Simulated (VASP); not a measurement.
A run of VASP 6.6.1:

File POSCAR:

```
TaAlP2SO12
1.0
    7.4370492703     -4.2716971200      0.0000000000
    7.4370492703      4.2716971200      0.0000000000
   -4.9263750477      0.0000000000      7.3423511318
Ta Al P S O
2 2 4 2 24
Direct
    0.8493371800      0.3657412400      0.0782964800
    0.3657412400      0.8493371800      0.5782964800
    0.1406247700      0.6441865500      0.9333525800
    0.6441865500      0.1406247700      0.4333525800
    0.5206343900      0.4535466600      0.2443532200
    0.9580249800      0.7651750600      0.2448955000
    0.7651750600      0.9580249800      0.7448955000
    0.4535466600      0.5206343900      0.7443532200
    0.2614144500      0.0282042500      0.2470935100
    0.0282042500      0.2614144500      0.7470935100
    0.3514862500      0.4933605500      0.0798928900
    0.2334503900      0.8648644800      0.0860890300
    0.9941467200      0.7340839400      0.0790663000
    0.7340839400      0.9941467200      0.5790663000
    0.8648644800      0.2334503900      0.5860890300
    0.4933605500      0.3514862500      0.5798928900
    0.6358523100      0.5019921500      0.9170744400
    0.7830297400      0.1379689300      0.9168960000
    0.0102264200      0.2746156500      0.9126260700
    0.2746156500      0.0102264200      0.4126260700
    0.1379689300      0.7830297400      0.4168960000
    0.5019921500      0.6358523100      0.4170744400
    0.2844815400      0.5579090700      0.7842539000
    0.9357466000      0.7854263800      0.7819603400
    0.0572419900      0.4270479600      0.7742888900
    0.4270479600      0.0572419900      0.2742888900
    0.7854263800      0.9357466000      0.2819603400
    0.5579090700      0.2844815400      0.2842539000
    0.7059349700      0.4304301100      0.2245912400
    0.0902577000      0.2057657000      0.2253913100
    0.9374221800      0.5803685600      0.2198782700
    0.5803685600      0.9374221800      0.7198782700
    0.2057657000      0.0902577000      0.7253913100
    0.4304301100      0.7059349700      0.7245912400
```

Contents of INCAR.step1:

```
SYSTEM = TaAlP2SO12
PREC = Accurate
ENCUT = 580
ISMEAR = -1
SIGMA = 0.02
LREAL = .FALSE.
LASPH = .TRUE.
NELM = 120
NBANDS = 125
GGA = PE
ALGO = Normal
EDIFF = 1E-5
LWAVE = .TRUE.
LCHARG = .FALSE.
GGA_COMPAT = .FALSE.
KPAR = 4
```

File INCAR.step2:

```
SYSTEM = TaAlP2SO12
PREC = Accurate
ENCUT = 580
EDIFF = 1E-7
ISMEAR = -1
SIGMA = 0.02
LREAL = .FALSE.
LASPH = .TRUE.
NELM = 120
ALGO = Normal
ISIF = 2
LWAVE = .FALSE.
LCHARG = .FALSE.
METAGGA = R2SCAN
LMIXTAU = .TRUE.
LEFG = .TRUE.
NBANDS = 125
ISTART = 1
GGA_COMPAT = .FALSE.
KPAR = 4
```

File KPOINTS:

```
regular mesh
0
G
  3 3 3
  0 0 0
```

Potentials or basis: VASP PAW PBE potentials, release 64 (Ta_pv, Al, P, S, O).

The run is started by

```bash
$ cat potpaw_PBE.64/Ta_pv/POTCAR potpaw_PBE.64/Al/POTCAR potpaw_PBE.64/P/POTCAR potpaw_PBE.64/S/POTCAR potpaw_PBE.64/O/POTCAR > POTCAR
$ cp INCAR.step1 INCAR
$ mpirun -np 4 vasp_std > vasp.out
$ cp INCAR.step2 INCAR
$ mpirun -np 4 vasp_std > vasp.out
```

Hardware: 4 MPI ranks on Intel(R) Xeon(R) Platinum 8559C (Emerald Rapids), with other jobs on the host.

**Question.** How long does it take, and how much memory?

**Answer.** Wall time 20 min on 4 MPI ranks on Intel(R) Xeon(R) Platinum 8559C (Emerald Rapids) (shared host), peak memory 1.2 GiB a rank. Counts: k points 10.
